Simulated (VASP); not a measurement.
# BaTiO3 (R3m) in VASP: notebook

The runs below take BaTiO3 through single point, with PBE.

Everything below comes from runs of VASP 6.6.1. Logs are shortened: lines on timing, memory, paths and dates and some standing lists are left out, and cuts for length are marked.

### 1 The cell of the first run

It takes space group R3m (No. 160, trigonal). The conventional cell has a = 5.726 Å, b = 5.726 Å, c = 7.069 Å, α = 90.00°, β = 90.00°, γ = 120.00°. Within 3.5 Å of Ba (site symmetry 3m) lie 12 O at 2.63 to 3.15 Å and 4 Ti at 3.44 to 3.48 Å. Within 2.5 Å of Ti (site symmetry 3m) lie 6 O at 1.87 to 2.21 Å. O (site symmetry m) has 2 Ti at 1.87 to 2.21 Å within 2.5 Å.

### 2 Single point, PBE

Contents of INCAR:

```
SYSTEM = BaTiO3
PREC     = Accurate       ! precision mode
ENCUT    = 520            ! plane-wave cutoff, eV
EDIFF    = 1E-7           ! SCF threshold, eV
ISMEAR   = 0              ! smearing method
SIGMA    = 0.05           ! smearing width, eV
LREAL    = .FALSE.        ! projectors in reciprocal space
LASPH    = .TRUE.         ! aspherical terms in the spheres
NELM     = 80             ! most SCF steps
ALGO     = Normal         ! electronic algorithm
ISIF     = 2              ! what is computed and relaxed
LWAVE    = .FALSE.        ! write WAVECAR
LCHARG   = .FALSE.        ! write CHGCAR
GGA      = PE             ! functional
NBANDS   = 28             ! bands
```

Contents of KPOINTS:

```
Automatic mesh
0
G
  6 6 6
  0 0 0
```

Contents of POSCAR:

```
BaTiO3
1.0
    2.8630706910      1.6529946342      2.3563003940
   -2.8630706910      1.6529946342      2.3563003940
    0.0000000000     -3.3059892684      2.3563003940
Ba Ti O
1 1 3
Direct
    0.0332474609      0.0332474609      0.0332474609
    0.5191875227      0.5191875227      0.5191875227
    0.4883938465      0.4883938465      0.9777702638
    0.4883938465      0.9777702638      0.4883938465
    0.9777702638      0.4883938465      0.4883938465
```

Potentials or basis: VASP PAW PBE potentials, release 64 (Ba_sv, Ti_sv, O).

Started as:

```
> cat potpaw_PBE.64/Ba_sv/POTCAR potpaw_PBE.64/Ti_sv/POTCAR potpaw_PBE.64/O/POTCAR > POTCAR
> mpirun -np 1 vasp_std > vasp.out
```

OUTCAR:

```text
SYSTEM = BaTiO3
   PREC = Accurate
   ENCUT = 520
   EDIFF = 1E-7
   ISMEAR = 0
   LREAL = .FALSE.
   LASPH = .TRUE.
   NELM = 80
   ISIF = 2
   GGA = PE

 ion  position               nearest neighbor table
   1  0.033  0.033  0.033-   4 2.63   5 2.63   3 2.63   3 2.88   3 2.88   4 2.88   5 2.88   5 2.88
                             4 2.88   5 3.15   4 3.15   3 3.15   2 3.44   2 3.48   2 3.48   2 3.48
   2  0.519  0.519  0.519-   4 1.87   5 1.87   3 1.87   4 2.21   5 2.21   3 2.21   1 3.44   1 3.48
                             1 3.48   1 3.48   1 3.54   1 3.54   1 3.54   1 3.63
   3  0.488  0.488  0.978-   2 1.87   2 2.21   1 2.63   1 2.88   1 2.88   1 3.15
   4  0.488  0.978  0.488-   2 1.87   2 2.21   1 2.63   1 2.88   1 2.88   1 3.15
   5  0.978  0.488  0.488-   2 1.87   2 2.21   1 2.63   1 2.88   1 2.88   1 3.15

  LATTYP: Found a trigonal (rhomboedric) cell.
 ALAT       =     4.0597680462
 COS(alpha) =     0.0053009664

  Lattice vectors:

 A1 = (   2.8630706910,   1.6529946342,   2.3563003940)
 A2 = (  -2.8630706910,   1.6529946342,   2.3563003940)
 A3 = (   0.0000000000,  -3.3059892684,   2.3563003940)

Analysis of symmetry for initial positions (statically):
=====================================================================
 Subroutine PRICEL returns:
 Original cell was already a primitive cell.

 Routine SETGRP: Setting up the symmetry group for a
 trigonal (rhombohedral) supercell.

 Subroutine GETGRP returns: Found  6 space group operations
 (whereof  6 operations were pure point group operations)
 out of a pool of 12 trial point group operations.

The static configuration has the point symmetry C_3v.

Analysis of symmetry for dynamics (positions and initial velocities):
=====================================================================
 Subroutine PRICEL returns:
 Original cell was already a primitive cell.

 Routine SETGRP: Setting up the symmetry group for a
 trigonal (rhombohedral) supercell.

 Subroutine GETGRP returns: Found  6 space group operations
 (whereof  6 operations were pure point group operations)
 out of a pool of 12 trial point group operations.

The dynamic configuration has the point symmetry C_3v.

 Subroutine INISYM returns: Found  6 space group operations
 (whereof  6 operations are pure point group operations),
 and found     1 'primitive' translations

----------------------------------------------------------------------------------------

                                     Primitive cell

  volume of cell :      66.9091

  direct lattice vectors                    reciprocal lattice vectors
     2.863070691  1.652994634  2.356300394     0.174637672  0.100827107  0.141464702
    -2.863070691  1.652994634  2.356300394    -0.174637672  0.100827107  0.141464702
     0.000000000 -3.305989268  2.356300394     0.000000000 -0.201654214  0.141464702

  length of vectors
     4.059768046  4.059768046  4.059768046     0.246326377  0.246326377  0.246326377

  position of ions in fractional coordinates (direct lattice)
     0.033247461  0.033247461  0.033247461
     0.519187523  0.519187523  0.519187523
     0.488393847  0.488393847  0.977770264
     0.488393847  0.977770264  0.488393847
     0.977770264  0.488393847  0.488393847

  ion indices of the primitive-cell ions
   primitive index   ion index
                 1           1
                 2           2
                 3           3
                 4           4
                 5           5

----------------------------------------------------------------------------------------

 KPOINTS: Automatic mesh

Automatic generation of k-mesh.
 Grid dimensions read from file:
 generate k-points for:    6    6    6

 Generating k-lattice:

  Cartesian coordinates                     Fractional coordinates (reciprocal lattice)
     0.029106279  0.016804518  0.023577450     0.166666667 -0.000000000  0.000000000
    -0.029106279  0.016804518  0.023577450    -0.000000000  0.166666667  0.000000000
     0.000000000 -0.033609036  0.023577450     0.000000000  0.000000000  0.166666667

  Length of vectors
     0.041054396  0.041054396  0.041054396

  Shift w.r.t. Gamma in fractional coordinates (k-lattice)
     0.000000000  0.000000000  0.000000000

 Subroutine IBZKPT returns following result:
 ===========================================

 Found     32 irreducible k-points:

 Following reciprocal coordinates:
            Coordinates               Weight
  0.000000  0.000000  0.000000      1.000000
  0.166667  0.000000 -0.000000      6.000000
  0.333333  0.000000  0.000000      6.000000
  0.500000  0.000000  0.000000      3.000000
  0.166667  0.166667  0.000000      6.000000
  0.333333  0.166667  0.000000     12.000000
[... 16 lines left out ...]
  0.500000  0.500000  0.166667      6.000000
 -0.333333  0.500000  0.166667     12.000000
 [... further k-points ...]
   k-points           NKPTS =     32   k-points in BZ     NKDIM =     32   number of bands    NBANDS=     28
   number of dos      NEDOS =    301   number of ions     NIONS =      5
   total plane-waves  NPLWV =  27000
   dimension x,y,z NGX =    30 NGY =   30 NGZ =   30
   dimension x,y,z NGXF=    60 NGYF=   60 NGZF=   60
   ions per type =               1   1   3
   NGX,Y,Z   is equivalent  to a cutoff of  12.28, 12.28, 12.28 a.u.
   NGXF,Y,Z  is equivalent  to a cutoff of  24.57, 24.57, 24.57 a.u.
 SYSTEM =  BaTiO3
   PREC   = accura    normal or accurate (medium, high low for compatibility)
   ISTART =      0    job   : 0-new  1-cont  2-samecut
   ICHARG =      2    charge: 1-file 2-atom 10-const
   ISPIN  =      1    spin polarized calculation?
   LNONCOLLINEAR =      F non collinear calculations
   LSORBIT =      F    spin-orbit coupling
   LASPH  =      T    aspherical Exc in radial PAW
   ENCUT  =  520.0 eV  38.22 Ry    6.18 a.u.   7.55  7.55  7.55*2*pi/ulx,y,z
   NELM   =     80;   NELMIN=  2; NELMDL= -5     # of ELM steps
   EDIFF  = 0.1E-06   stopping-criterion for ELM
   LREAL  =      F    real-space projection
   EDIFFG = 0.1E-05   stopping-criterion for IOM
   NSW    =      0    number of steps for IOM
   IBRION =     -1    ionic relax: 0-MD 1-quasi-New 2-CG
   NFREE  =      0    steps in history (QN), initial steepest desc. (CG)
   ISIF   =      2    stress and relaxation
   ISYM   =      2    0-nonsym 1-usesym 2-fastsym
   POTIM  = 0.5000    time-step for ionic-motion
   TEBEG  =    0.0;   TEEND  =   0.0 temperature during run
   PSTRESS=    0.0 pullay stress
   NELECT =      40.0000    total number of electrons
   NUPDOWN=      -1.0000    fix difference up-down
   EMIN   =  10.00;   EMAX   =-10.00  energy-range for DOS
   EFERMI =   0.00;   METHOD = LEGACY
   ISMEAR =     0;   SIGMA  =   0.05  broadening in eV -4-tet -1-fermi 0-gaus
   EFERMI_NEDOS =   21; number of points for ismear=-14 and -15
   IALGO  =     38    algorithm
   IMIX   =      4    mixing-type and parameters
     AMIX     =   0.40;   BMIX     =  1.00
     AMIX_MAG =   1.60;   BMIX_MAG =  1.00
  volume/ion in A,a.u.               =      13.38        90.31
  Fermi-wavevector in a.u.,A,eV,Ry     =   1.379112  2.606145 25.877617  1.901951
  Thomas-Fermi vector in A             =   2.504112
   LORBIT       =      0    0 simple, 1 ext, 2 COOP (PROOUT), +10 PAW based schemes
   GGA     = PE    functional components
   LHFCALC =     F    Hartree Fock is set to
   AEXX    =    0.0000 exact exchange contribution
   IVDW    =     0    specifies the selected vdW correction
   LEPSILON=     F    determine dielectric tensor
   LRPA    =     F    only Hartree local field effects (RPA)
 non-spin polarized calculation
 Gauss-broadening in eV      SIGMA  =   0.05
  energy-cutoff  :      520.00
  volume of cell :       66.91
 maximum number of plane-waves:      1820
   NGX = 15   NGY = 15   NGZ = 15

 number of electron      40.0000013 magnetization

 Free energy of the ion-electron system (eV)
  ---------------------------------------------------
  ext. energy  EPLUGINS =         0.00000000
  ---------------------------------------------------
  free energy    TOTEN  =       -39.92106231 eV

  energy without entropy =      -39.92106231  energy(sigma->0) =      -39.92106231

 E-fermi :   3.8034     XC(G=0): -10.9908

 val. band max:        3.4041674639   @ k =   0.5000   0.5000   0.5000
 cond. band min:       5.9942797902   @ k =   0.0000   0.0000   0.0000
 fundamental gap:      2.5901123263
 Fermi energy:         3.8034223237

 k-point     1 :       0.0000    0.0000    0.0000
  band No.  band energies     occupation
      1     -52.9109      2.00000
      2     -29.1662      2.00000
      3     -29.1633      2.00000
      4     -29.1633      2.00000
      5     -21.3948      2.00000
      6     -13.3187      2.00000
[... 20 lines left out ...]
     27       8.7843      0.00000
     28      10.2629      0.00000

 k-point     2 :       0.1667    0.0000   -0.0000
  band No.  band energies     occupation
      1     -52.9107      2.00000
      2     -29.1755      2.00000
      3     -29.1646      2.00000
      4     -29.1629      2.00000
      5     -21.3704      2.00000
      6     -13.3336      2.00000
[... 20 lines left out ...]
     27       9.1851      0.00000
     28      10.8847      0.00000

 k-point     3 :       0.3333    0.0000    0.0000
  band No.  band energies     occupation
      1     -52.9103      2.00000
      2     -29.1970      2.00000
      3     -29.1639      2.00000
      4     -29.1621      2.00000
      5     -21.3209      2.00000
      6     -13.4318      2.00000
[... 20 lines left out ...]
     27      10.1809      0.00000
     28      11.7524      0.00000

 k-point     4 :       0.5000    0.0000    0.0000
  band No.  band energies     occupation
      1     -52.9101      2.00000
      2     -29.2078      2.00000
      3     -29.1635      2.00000
      4     -29.1617      2.00000
      5     -21.2956      2.00000
      6     -13.5006      2.00000
[... 578 lines left out ...]
     27      10.8455      0.00000
     28      11.6517      0.00000

 k-point    23 :       0.5000    0.5000    0.1667
  band No.  band energies     occupation
      1     -52.9090      2.00000
      2     -29.2053      2.00000
      3     -29.2035      2.00000
      4     -29.1714      2.00000
      5     -21.2146      2.00000
      6     -12.9004      2.00000
[... 20 lines left out ...]
     27      11.7308      0.00000
     28      12.0994      0.00000

 k-point    24 :      -0.3333    0.5000    0.1667
  band No.  band energies     occupation
      1     -52.9092      2.00000
      2     -29.2052      2.00000
      3     -29.1939      2.00000
      4     -29.1718      2.00000
      5     -21.2309      2.00000
      6     -13.0375      2.00000
[... 20 lines left out ...]
     27      11.4047      0.00000
     28      11.9826      0.00000

 [... further k-points ...]
[... 5 lines left out ...]
  --------------------------------------------------------------------------------------
  -------------------------------------------------------------------------------------
  Total        1.0530672      1.0530672      1.9978765      0.0000000      0.0000000      0.0000000
  in kB       25.2162933     25.2162933     47.8402899      0.0000000      0.0000000      0.0000000
  external PRESSURE =      32.7576255 kB  Pullay stress =       0.0000000 kB

 VOLUME and BASIS-vectors are now :
 -----------------------------------------------------------------------------
  energy-cutoff  :      520.00
  volume of cell :       66.91
      direct lattice vectors                 reciprocal lattice vectors
     2.863070691  1.652994634  2.356300394     0.174637672  0.100827107  0.141464702
    -2.863070691  1.652994634  2.356300394    -0.174637672  0.100827107  0.141464702
     0.000000000 -3.305989268  2.356300394     0.000000000 -0.201654214  0.141464702

 POSITION                                       TOTAL-FORCE (eV/Angst)
 -----------------------------------------------------------------------------------
      0.00000      0.00000      0.23502         0.000000      0.000000     -1.372567
      0.00000      0.00000      3.67009         0.000000     -0.000000      0.547547
      0.00000     -1.61787      4.60553         0.000000      0.013436      0.275006
     -1.40112      0.80894      4.60553         0.011636     -0.006718      0.275006
      1.40112      0.80894      4.60553        -0.011636     -0.006718      0.275006
 -----------------------------------------------------------------------------------
    total drift:                               -0.000000     -0.000005     -0.000245

  FREE ENERGIE OF THE ION-ELECTRON SYSTEM (eV)
  ---------------------------------------------------
  free  energy   TOTEN  =       -39.9210623080 eV

  energy  without entropy=      -39.9210623080  energy(sigma->0) =      -39.92106231
```

Wall time 92 s (1 thread of Intel Xeon Platinum 8488C (Sapphire Rapids), shared host); peak memory 0.21 GiB.

Results:

* Free energy: -39.9211 eV
* Pressure: 3.3 GPa
* Largest force: 1.373 eV/Å
* Band gap on the k mesh: 2.59 eV, indirect (least direct gap 3.15 eV)

Forces in eV/Å, atoms in the order of the input:
```
Ba   0.000  0.000 -1.373
Ti   0.000  0.000  0.548
O    0.000  0.013  0.275
O    0.012 -0.007  0.275
O   -0.012 -0.007  0.275
```

Caveat: the cell differs from its parent crystal (all Ba atoms moved -0.200 Å, as atom 1 towards its neighbour atom 2 (Ti) at 3.434 Å); spin-orbit coupling is left out, which moves the levels of the heavy elements; forces of over 1 eV/Å act on the atoms, so gaps and moduli don't describe the material at rest. A k mesh can miss the band edges.

(Continued in part 2 of 2.)
